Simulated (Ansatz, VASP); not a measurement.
P: VASP beside Ansatz

```xyz
1
Lattice="2.1298 0.0000 0.0000 0.0000 2.1298 0.0000 0.0000 0.0000 3.0117" Properties=species:S:1:pos:R:3 pbc="T T T"
P     0.0000    0.0000    0.0000
```

Alike in both runs: task single point; functional PBEsol; dispersion D3(BJ); k mesh 28 × 28 × 28; occupations gaussian, width 0.15 eV; no spin polarisation.

|  | VASP | Ansatz |
| --- | --- | --- |
| version | VASP 6.6.1 | Ansatz 0.2.0 |
| potentials or method | VASP PAW PBE potentials, release 64 (P), cutoff 520 eV | scalar-relativistic, plane waves, PAW |
| valence electrons in the cell | 5 | 5 |

|  | VASP | Ansatz | Ansatz less VASP |
| --- | --- | --- | --- |
| gap on the k mesh at the Fermi level (eV) | none | none | - |
| pressure (GPa) | 25.1 | 25.0 | 0.00 |
| traceless stress, the component that is largest in VASP (GPa) | -28.84 | -28.93 | -0.088 |

VASP's potentials were made for PBE, not for PBEsol. A gap of «none» marks a metal or a gap that the smearing closes.
